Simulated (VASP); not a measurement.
Runs of VASP 6.6.1 on Ca. The structure is that of space group P6_3/mmc (No. 194), or close to it. The cells are those of the table. This isn't the form of Ca at room conditions, which is fcc.

```csv
cell,k mesh,gap on the mesh (eV),pressure (GPa)
"a = 3.906, b = 3.906, c = 12.810 Å, angles 90.0, 90.0, 120.0°, 4 atoms",9 × 9 × 3,none,0.0
"a = 4.007, b = 4.007, c = 13.143 Å, angles 90.0, 90.0, 120.0°, 4 atoms",11 × 11 × 3,none,-1.2
"a = 3.906, b = 3.906, c = 12.810 Å, angles 90.0, 90.0, 120.0°, 4 atoms",11 × 11 × 3,none,0.0
"a = 3.957, b = 3.957, c = 12.979 Å, angles 90.0, 90.0, 120.0°, 4 atoms",11 × 11 × 3,none,(b)
"a = 3.798, b = 3.798, c = 12.459 Å, angles 90.0, 90.0, 120.0°, 4 atoms",11 × 11 × 3,none,(a)
"a = 3.743, b = 3.743, c = 12.276 Å, angles 90.0, 90.0, 120.0°, 4 atoms",11 × 11 × 3,none,2.8
"a = 3.853, b = 3.853, c = 12.637 Å, angles 90.0, 90.0, 120.0°, 4 atoms",11 × 11 × 3,none,0.8
```

Alike in all rows: task single point; level PBE; potentials or basis VASP PAW PBE potentials, release 64 (Ca_sv); no spin polarisation; cutoff (eV) 520; smearing fermi-dirac 0.1 eV.

Estimate the missing entries.

(a) 1.7; (b) -0.6.

A gap of «none» marks levels without a gap at the run's occupations.
